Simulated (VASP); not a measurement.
A run of VASP 6.6.1 is set up as follows.

POSCAR

```
Sr
1.0
   -2.4046636082      2.4046636082      2.4046636082
    2.4046636082     -2.4046636082      2.4046636082
    2.4046636082      2.4046636082     -2.4046636082
Sr
1
Direct
    0.0000000000      0.0000000000      0.0000000000
```

Contents of INCAR.step1:

```
SYSTEM = Sr
PREC = Accurate ; ENCUT = 550
ISMEAR = -1 ; SIGMA = 0.05
LREAL = .FALSE. ; LASPH = .TRUE.
NELM = 120 ; NBANDS = 11
GGA = PE ; ALGO = Normal
EDIFF = 1E-5 ; LWAVE = .TRUE.
LCHARG = .FALSE. ; GGA_COMPAT = .FALSE.
```

The input INCAR.step2:

```
SYSTEM = Sr
PREC = Accurate ; ENCUT = 550
EDIFF = 1E-6 ; ISMEAR = -1
SIGMA = 0.05 ; LREAL = .FALSE.
LASPH = .TRUE. ; NELM = 120
ALGO = Normal ; ISIF = 2
LWAVE = .FALSE. ; LCHARG = .FALSE.
METAGGA = R2SCAN ; LMIXTAU = .TRUE.
IVDW = 13 ; VDW_S6 = 1.0
VDW_S8 = 0.6018749 ; VDW_A1 = 0.51559235
VDW_A2 = 5.77342911 ; NBANDS = 11
ISTART = 1 ; GGA_COMPAT = .FALSE.
```

The input KPOINTS:

```
regular mesh
0
G
  5 5 5
  0 0 0
```

Potentials or basis: VASP PAW PBE potentials, release 64 (Sr_sv).

Launch:

```sh
$ cat potpaw_PBE.64/Sr_sv/POTCAR > POTCAR
$ cp INCAR.step1 INCAR
$ mpirun -np 1 vasp_std > vasp.out
$ cp INCAR.step2 INCAR
$ mpirun -np 1 vasp_std > vasp.out
```

Problem. Predict the band gap on the k mesh.

Solution. Zero (filled and empty bands touch).

Problem. Estimate the dispersion energy per atom.

Solution. -0.042 eV.

Caveat: the k points lie up to 0.37 Å⁻¹ apart.
